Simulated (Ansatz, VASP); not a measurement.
## One calculation of In2O3, two programs

The input INCAR:

```
SYSTEM = In2O3
PREC = Accurate
ENCUT = 520
EDIFF = 1E-7
ISMEAR = 0
SIGMA = 0.02
LREAL = .False.
LASPH = .True.
NELM = 100
ALGO = Normal
ISIF = 2
LWAVE = .False.
LCHARG = .True.
GGA = CA
LELF = .True.
LVHAR = .True.
NBANDS = 55
```

The input KPOINTS:

```
Automatic mesh
0
Gamma
  6 6 6
  0 0 0
```

POSCAR

```
In2O3
1.0
    2.7308926216      1.5766815902      4.7907162707
   -2.7308926216      1.5766815902      4.7907162707
    0.0000000000     -3.1533631804      4.7907162707
In O
4 6
Direct
    0.3576778372      0.3576778372      0.3576778372
    0.1423221628      0.1423221628      0.1423221628
    0.6423221628      0.6423221628      0.6423221628
    0.8576778372      0.8576778372      0.8576778372
    0.5455327448      0.9544672552      0.2500000000
    0.2500000000      0.5455327448      0.9544672552
    0.9544672552      0.2500000000      0.5455327448
    0.4544672552      0.0455327448      0.7500000000
    0.7500000000      0.4544672552      0.0455327448
    0.0455327448      0.7500000000      0.4544672552
```

Input for Ansatz:

```yaml
crystal:
  lattice:
    - [2.730892627, 1.5766815933, 4.7907162587]
    - [-2.730892627, 1.5766815933, 4.7907162587]
    - [0.0, -3.1533631867, 4.7907162587]
  atoms:
    - { symbol: In, position: [0.3576778375, 0.3576778375, 0.3576778375] }
    - { symbol: In, position: [0.1423221625, 0.1423221625, 0.1423221625] }
    - { symbol: In, position: [0.6423221625, 0.6423221625, 0.6423221625] }
    - { symbol: In, position: [0.8576778375, 0.8576778375, 0.8576778375] }
    - { symbol: O, position: [0.5455327439, 0.9544672561, 0.25] }
    - { symbol: O, position: [0.25, 0.5455327439, 0.9544672561] }
    - { symbol: O, position: [0.9544672561, 0.25, 0.5455327439] }
    - { symbol: O, position: [0.4544672561, 0.0455327439, 0.75] }
    - { symbol: O, position: [0.75, 0.4544672561, 0.0455327439] }
    - { symbol: O, position: [0.0455327439, 0.75, 0.4544672561] }
basis:
  ecutwfc: 420
kpoints:
  mp_grid: { grid: [6, 6, 6] }
  band_path: { path: [VBM, CBM], npoints: 2 }
hamiltonian:
  xc: lda
scf:
  occupations: { method: gaussian, width: 0.02 }
output:
  forces: false
  stress: false
  eigenvalues: true
checkpoint:
  read: start.run
  write: ck
  compress: false
  write_wavefunctions: false
  write_every: 100000
```

Alike in both runs: task single point; functional LDA; k mesh 6 × 6 × 6; occupations gaussian, width 0.02 eV; no spin polarisation.

```csv
,VASP,Ansatz
version,VASP 6.6.1,Ansatz 0.2.0
potentials or method,"VASP PAW LDA potentials, release 64 (In_d, O), cutoff 520 eV","scalar-relativistic, plane waves, PAW"
valence electrons in the cell,88,88
```

VASP gave:

| Property | Result |
| --- | --- |
| gap on the k mesh at the Fermi level (eV) | 1.31 |
| least direct gap on the mesh (eV) | 1.34 |

Question: What did Ansatz give for the same quantities?

Answer: gap on the k mesh at the Fermi level (eV): 1.29; least direct gap on the mesh (eV): 1.32.

LDA's correlation is that of Perdew and Zunger in VASP and of Perdew and Wang (1992) in Ansatz.
